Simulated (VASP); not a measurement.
**SiC: single point with revPBE+D4**

Crystal: SiC.

```xyz
12
Lattice="3.1155 0.0000 0.0000 -1.5577 2.6981 0.0000 0.0000 0.0000 15.2705" Properties=species:S:1:pos:R:3 pbc="T T T"
Si    1.5577    0.8994    6.9985
Si    0.0000    1.7987   14.6337
Si    1.5577    0.8994   12.0896
Si    0.0000    1.7987    4.4544
Si    0.0000    0.0000    9.5440
Si    0.0000    0.0000    1.9088
C     1.5577    0.8994    5.0896
C     0.0000    1.7987   12.7249
C     1.5577    0.8994   10.1808
C     0.0000    1.7987    2.5456
C     0.0000    0.0000    7.6352
C     0.0000    0.0000    0.0000
```

```json
{
 "Program": "VASP 6.6.1",
 "Task": "single point",
 "Functional": "revPBE",
 "Dispersion": "D4",
 "Potentials or basis": "VASP PAW PBE potentials, release 64 (Si, C)",
 "Cutoff": "520 eV",
 "k mesh": "10 × 10 × 2",
 "Occupations": "fermi-dirac, width 0.05 eV",
 "Spin": "no spin polarisation",
 "Dipole correction": "no",
 "Further INCAR settings": "ALGO = Normal; EDIFF = 1e-06; NBANDS = 36"
}
```

The pressure is -10.2 GPa and the largest force is 0.143 eV/Å. The band gap on the k mesh is 2.03 eV (least direct gap 3.12 eV) and the dispersion energy per atom is -0.628 eV.

Forces on the atoms (eV/Å):
```
Si   0.000  0.000  0.049
Si   0.000  0.000  0.049
Si   0.000  0.000  0.029
Si   0.000  0.000  0.029
Si   0.000  0.000  0.046
Si   0.000  0.000  0.046
C    0.000  0.000 -0.020
C    0.000  0.000 -0.020
C    0.000  0.000  0.038
C    0.000  0.000  0.038
C    0.000  0.000 -0.143
C    0.000  0.000 -0.143
```

Stress tensor (GPa, compression positive):
```
-10.49   0.00   0.00
  0.00 -10.49   0.00
  0.00   0.00  -9.66
```

Levels at points of the mesh, in eV from the valence-band top:
```csv
k point,band 21,band 22,band 23,band 24,band 25,band 26,band 27,band 28
"(0.00, 0.00, 0.00)",-0.30,-0.04,0.00,0.00,4.90,5.07,5.47,5.94
"(0.50, 0.00, 0.00)",-1.78,-1.75,-1.64,-1.08,2.03,2.21,3.17,3.84
"(0.00, 0.00, 0.50)",-0.10,-0.10,-0.10,-0.10,4.97,4.97,5.71,5.71
"(0.50, 0.00, 0.50)",-1.69,-1.69,-1.28,-1.28,2.07,2.07,3.40,3.40
```

Wall time 64 s on 1 thread of Intel(R) Xeon(R) 6975P-C (Granite Rapids), on a shared host, peak memory 0.28 GiB.

Caveat: the cell stands under tension; the PAW data sets were made with another functional, which shifts forces and pressure a little. A k mesh can miss the band edges.
